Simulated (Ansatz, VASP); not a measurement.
One calculation of Pt, two programs

File POSCAR:

```
Pt
1.0
   -1.5782791750      1.5782791750      1.5842200000
    1.5782791750     -1.5782791750      1.5842200000
    1.5901608250      1.5901608250     -1.5842200000
Pt
1
Direct
    0.0000000000      0.0000000000      0.0000000000
```

The input INCAR.step1:

```
ALGO = Normal
EDIFF = 1E-4
ENCUT = 520
GGA = PE
ISMEAR = 0
LASPH = T
LCHARG = F
LREAL = F
LWAVE = T
NBANDS = 11
NELM = 80
PREC = Accurate
SIGMA = 0.15
```

INCAR.step2

```
ALGO = Normal
EDIFF = 1E-6
ENCUT = 520
ISIF = 2
ISMEAR = 0
ISTART = 1
LASPH = T
LCHARG = T
LELF = T
LMIXTAU = T
LREAL = F
LVHAR = T
LWAVE = F
METAGGA = R2SCAN
NBANDS = 11
NELM = 80
PREC = Accurate
SIGMA = 0.15
```

KPOINTS

```
k-points
0
Gamma
  22 22 22
```

Input for Ansatz:

```yaml
crystal:
  lattice:
    - [-1.578279175, 1.578279175, 1.58422]
    - [1.578279175, -1.578279175, 1.58422]
    - [1.590160825, 1.590160825, -1.58422]
  atoms:
    - { symbol: Pt, position: [0.0, 0.0, 0.0] }
basis:
  ecutwfc: 500
kpoints:
  mp_grid: { grid: [22, 22, 22] }
hamiltonian:
  xc: r2scan
scf:
  occupations: { method: gaussian, width: 0.15 }
output:
  forces: true
  stress: true
  eigenvalues: true
```

Change from the starting cell: strain +0.0075 x Voigt [0, 0, 0, 0, 0, 1], atoms carried along.

Alike in both runs: task single point; functional r2SCAN; k mesh 22 × 22 × 22; occupations gaussian, width 0.15 eV; no spin polarisation.

|  | VASP | Ansatz |
| --- | --- | --- |
| version | VASP 6.6.1 | Ansatz 0.2.0 |
| potentials or method | VASP PAW PBE potentials, release 64 (Pt), cutoff 520 eV | scalar-relativistic, plane waves, PAW |
| valence electrons in the cell | 10 | 18 |

Ansatz gave:

* gap on the k mesh at the Fermi level (eV): none
* pressure (GPa): -6.5
* traceless stress, the component that is largest in VASP (GPa): -1.06

Which values does VASP return?

gap on the k mesh at the Fermi level (eV): none; pressure (GPa): -5.9; traceless stress, the component that is largest in VASP (GPa): -1.07.

VASP's potentials were made for PBE, not for r2SCAN. A gap of «none» marks a metal or a gap that the smearing closes. The functional is the same, so the differences come from potentials, cutoffs and numerics. VASP's potentials hold 10 valence electrons a cell and Ansatz's 18, so a difference there can come from the potentials and not from the codes.

Spin-orbit coupling is off throughout.
